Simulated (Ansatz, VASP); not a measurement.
Two plane-wave programs on Sb

```
Sb
1.0
     3.29853    0.00000    0.00000
    -1.64926    2.85661    0.00000
     0.00000    0.00000   21.45480
Sb
3
Direct
  0.00000 0.00000 0.37739
  0.33333 0.66667 0.50000
  0.00000 0.00000 0.62261
```

Alike in both runs: functional LDA; k mesh 14 × 14 × 1; occupations fermi-dirac, width 0.08 eV; no spin polarisation.

Ansatz relaxed the structure, and its values are those at the end. VASP's run is a single point on that final structure, the one shown.

|  | VASP | Ansatz |
| --- | --- | --- |
| version | VASP 6.6.1 | Ansatz 0.2.0 |
| potentials or method | VASP PAW LDA potentials, release 64 (Sb) | PAW with Ansatz's default frozen-core files, scalar-relativistic |
| plane-wave cutoff (eV) | 520 | 420 |
| valence electrons in the cell | 15 | 45 |

```tsv
	VASP	Ansatz	Ansatz less VASP
rms of the force components (eV/Å)	0.007	0.000	-0.0070
```

LDA's correlation is that of Perdew and Zunger in VASP and of Perdew and Wang (1992) in Ansatz. VASP's potentials hold 15 valence electrons a cell and Ansatz's 45, so a difference there can come from the potentials and not from the codes. Ansatz's warnings: stress scf threshold loose.

Spin-orbit coupling is off throughout.
